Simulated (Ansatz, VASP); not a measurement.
Two plane-wave programs on MgO

```
Mg O
1.0
     3.24044    0.00000    0.00000
    -1.62022    2.86299   -0.05729
     0.00000   -0.09966    4.85751
Mg O
2 2
Direct
  0.33369 0.66737 0.99863
  0.65930 0.31861 0.51851
  0.32660 0.65320 0.41685
  0.68041 0.36082 0.87520
```

Alike in both runs: task single point; functional PBE; k mesh 9 × 9 × 6; occupations gaussian, width 0.02 eV; no spin polarisation.

|  | VASP | Ansatz |
| --- | --- | --- |
| version | VASP 6.6.1 | Ansatz 0.2.0 |
| potentials or method | VASP PAW PBE potentials, release 64 (Mg, O), cutoff 520 eV | scalar-relativistic, plane waves, PAW |
| valence electrons in the cell | 16 | 32 |

Ansatz gave:

| Quantity | Value |
| --- | --- |
| gap on the k mesh at the Fermi level (eV) | 3.72 |
| least direct gap on the mesh (eV) | 3.72 |
| pressure (GPa) | 14.3 |
| traceless stress, the component that is largest in VASP (GPa) | 13.01 |
| rms of the force components (eV/Å) | 1.636 |

Q: What did VASP give for the same quantities?

A: gap on the k mesh at the Fermi level (eV): 3.71; least direct gap on the mesh (eV): 3.71; pressure (GPa): 14.1; traceless stress, the component that is largest in VASP (GPa): 13.40; rms of the force components (eV/Å): 1.673.

Atom by atom the forces differ by 0.038 eV/Å (rms over components). VASP's potentials hold 16 valence electrons a cell and Ansatz's 32, so a difference there can come from the potentials and not from the codes.
